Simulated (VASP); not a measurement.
Runs of VASP 6.6.1 on Ga. The structure is that of space group Cmce (No. 64), or close to it. The cells are those of the table. 

```csv
cell,gap on the mesh (eV),pressure (GPa),largest force (eV/Å)
"a = 4.408, b = 4.408, c = 4.486 Å, angles 90.0, 90.0, 118.9°, 4 atoms",none,0.0,0.45
"a = 4.525, b = 4.525, c = 4.605 Å, angles 90.0, 90.0, 118.9°, 4 atoms",none,(c),0.40
"a = 4.468, b = 4.468, c = 4.547 Å, angles 90.0, 90.0, 118.9°, 4 atoms",none,-2.2,0.42
"a = 4.497, b = 4.497, c = 4.576 Å, angles 90.0, 90.0, 118.9°, 4 atoms",none,-3.1,(a)
"a = 4.305, b = 4.305, c = 4.517 Å, angles 90.0, 90.0, 118.9°, 4 atoms",none,3.0,0.61
"a = 4.423, b = 4.423, c = 4.502 Å, angles 90.0, 90.0, 118.9°, 4 atoms",none,(b),0.44
"a = 4.394, b = 4.394, c = 4.517 Å, angles 90.0, 90.0, 118.9°, 4 atoms",none,0.0,0.48
```

Alike in all rows: task electric field gradients; level PBEsol; potentials or basis VASP PAW PBE potentials, release 64 (Ga_d); no spin polarisation; k mesh 9 × 9 × 8; cutoff (eV) 520; smearing fermi-dirac 0.05 eV.

**Question.** Fill in the values left out.

**Answer.** (a) 0.41; (b) -0.6; (c) -3.9.

Caveats: the PAW data sets were made with another functional, which shifts forces and pressure a little.

A k mesh can miss the band edges, and the runs leave out spin-orbit coupling on Ga.

A gap of «none» marks levels without a gap at the run's occupations.
